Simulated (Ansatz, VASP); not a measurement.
One calculation of SnSe, two programs

```xyz
8
Lattice="11.7942 0.0000 0.0000 0.0000 4.2070 0.0000 0.0000 0.0000 4.5671" Properties=species:S:1:pos:R:3 pbc="T T T"
Sn    1.4327    1.0518    0.5319
Sn   10.3614    3.1553    4.0352
Sn    4.4644    3.1553    2.8155
Sn    7.3298    1.0518    1.7516
Se   10.0826    1.0518    2.1755
Se    1.7116    3.1553    2.3916
Se    7.6086    3.1553    4.4590
Se    4.1855    1.0518    0.1081
```

Alike in both runs: task single point; functional PBE; k mesh 4 × 6 × 6; occupations gaussian, width 0.05 eV; no spin polarisation.

|  | VASP | Ansatz |
| --- | --- | --- |
| version | VASP 6.6.1 | Ansatz 0.2.0 |
| potentials or method | VASP PAW PBE potentials, release 64 (Sn_d, Se), cutoff 520 eV | scalar-relativistic, plane waves, PAW |
| valence electrons in the cell | 80 | 120 |

```csv
,VASP,Ansatz,Ansatz less VASP
gap on the k mesh at the Fermi level (eV),0.64,0.64,+0.004
least direct gap on the mesh (eV),0.87,0.88,+0.009
pressure (GPa),0.0,0.0,-0.03
rms of the force components (eV/Å),0.009,0.001,-0.0082
```

Atom by atom the forces differ by 0.008 eV/Å (rms over components). VASP's potentials hold 80 valence electrons a cell and Ansatz's 120, so a difference there can come from the potentials and not from the codes.
